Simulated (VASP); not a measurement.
Input of a VASP 6.6.1 run:

File INCAR:

```
SYSTEM = Cd3SeS2
  PREC = Accurate
  ENCUT = 520
  EDIFF = 1E-7
  ISMEAR = 0
  SIGMA = 0.15
  LREAL = .False.
  LASPH = .True.
  NELM = 60
  ALGO = Normal
  ISIF = 2
  LWAVE = .False.
  LCHARG = .True.
  GGA = PE
  LELF = .True.
  LVHAR = .True.
  NBANDS = 36
```

File KPOINTS:

```
regular mesh
0
Gamma
  4 4 4
  0 0 0
```

Contents of POSCAR:

```
Cd3SeS2
1.0
   -2.1352049576      2.1352049576      8.9828669604
    2.1352049576     -2.1352049576      8.9828669604
    2.1352049576      2.1352049576     -8.9828669604
Cd Se S
3 1 2
Direct
    0.7500000000      0.2500000000      0.5000000000
    0.0890300444      0.5890300444      0.5000000000
    0.4109699556      0.9109699556      0.5000000000
    0.0000000000      0.0000000000      0.0000000000
    0.3304089577      0.3304089577      0.0000000000
    0.6695910423      0.6695910423      0.0000000000
```

Potentials or basis: VASP PAW PBE potentials, release 64 (Cd, Se, S).

The run is started by

```console
$ cat potpaw_PBE.64/Cd/POTCAR potpaw_PBE.64/Se/POTCAR potpaw_PBE.64/S/POTCAR > POTCAR
$ mpirun -np 1 vasp_std > vasp.out
```

Problem. Predict the largest force.

Solution. 0.020 eV/Å.

Problem. Predict the band gap on the k mesh.

Solution. 0.79 eV, direct.

Problem. Estimate the pressure.

Solution. 0.1 GPa.

Forces on the atoms (eV/Å):
```
Cd   0.000  0.000  0.000
Cd   0.000  0.000 -0.020
Cd   0.000  0.000  0.020
Se   0.000  0.000  0.000
S    0.000  0.000 -0.005
S    0.000  0.000  0.005
```

Caveat: the k points lie up to 0.52 Å⁻¹ apart. Expect the measured gap to be larger: semilocal functionals such as PBE lack the derivative discontinuity.
